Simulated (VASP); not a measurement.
Write the native input for VASP 6.6.1 that does the following.

```
Task                   : single point
Functional             : LDA
Potentials or basis    : VASP PAW PBE potentials, release 64 (Lu)
Cutoff                 : 520 eV
k mesh                 : 18 × 18 × 10
Occupations            : fermi-dirac, width 0.1 eV
Spin                   : no spin polarisation
Dipole correction      : no
Further INCAR settings : ALGO = Normal; EDIFF = 1e-06; NBANDS = 32
```

The structure of Lu lies in POSCAR:

```
Lu
1.0
    3.4702858548      0.0000000000      0.0000000000
   -1.7351429274      3.0053557086      0.0000000000
    0.0000000000      0.0000000000      5.3888998448
Lu
2
Direct
    0.3333333333      0.6666666667      0.2500000000
    0.6666666667      0.3333333333      0.7500000000
```

These files were run (other wordings do the same):

INCAR

```
SYSTEM = Lu
ALGO = Normal ; EDIFF = 1E-6
ENCUT = 520 ; GGA = CA
ISIF = 2 ; ISMEAR = -1
LASPH = .True. ; LCHARG = .False.
LREAL = .False. ; LWAVE = .False.
NBANDS = 32 ; NELM = 80
PREC = Accurate ; SIGMA = 0.1
```

KPOINTS

```
k-points
0
Gamma
  18 18 10
  0 0 0
```

Potentials or basis: VASP PAW PBE potentials, release 64 (Lu).

The run is started by

```sh
$ cat potpaw_PBE.64/Lu/POTCAR > POTCAR
$ mpirun -np 1 vasp_std > vasp.out
```

It gave:

```
Pressure               : -3.5 GPa
Band gap on the k mesh : zero (bands 25 and 26 overlap by 1.84 eV)
```

Caveat: the cell stands under tension; the PAW data sets were made with another functional, which shifts forces and pressure a little; spin-orbit coupling is left out, which moves the levels of the heavy elements.

Run time: 5.9 min on 1 thread of Intel(R) Xeon(R) Platinum 8488C (Sapphire Rapids) (shared host), peak memory 0.4 GiB.
